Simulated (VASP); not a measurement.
Input of a VASP 6.6.1 run:

File INCAR:

```
ALGO = Normal
EDIFF = 1E-6
ENCUT = 520
GGA = PE
ISIF = 2
ISMEAR = -1
IVDW = 13
LASPH = True
LCHARG = False
LREAL = False
LWAVE = False
NBANDS = 18
NELM = 60
PREC = Accurate
SIGMA = 0.02
```

KPOINTS

```
k-points
0
Gamma
  8 8 8
```

The input POSCAR:

```
PtS2
1.0
    1.7723536285      1.0232688445      5.3573591307
   -1.7723536285      1.0232688445      5.3573591307
    0.0000000000     -2.0465376890      5.3573591307
Pt S
1 2
Direct
    0.0000000000      0.0000000000      0.0000000000
    0.2564422273      0.2564422273      0.2564422273
    0.7435577727      0.7435577727      0.7435577727
```

Potentials or basis: VASP PAW PBE potentials, release 64 (Pt, S).

Launch:

```sh
$ cat potpaw_PBE.64/Pt/POTCAR potpaw_PBE.64/S/POTCAR > POTCAR
$ mpirun -np 1 vasp_std > vasp.out
```

Question: What does it give for the dispersion energy per atom?

Answer: -0.412 eV.

Question: Estimate the largest force.

Answer: 0.036 eV/Å.

Question: What does it give for the pressure?

Answer: -0.4 GPa.

Forces in eV/Å, atoms in the order of the input:
```
Pt   0.000  0.000  0.000
S    0.000  0.000  0.036
S    0.000  0.000 -0.036
```
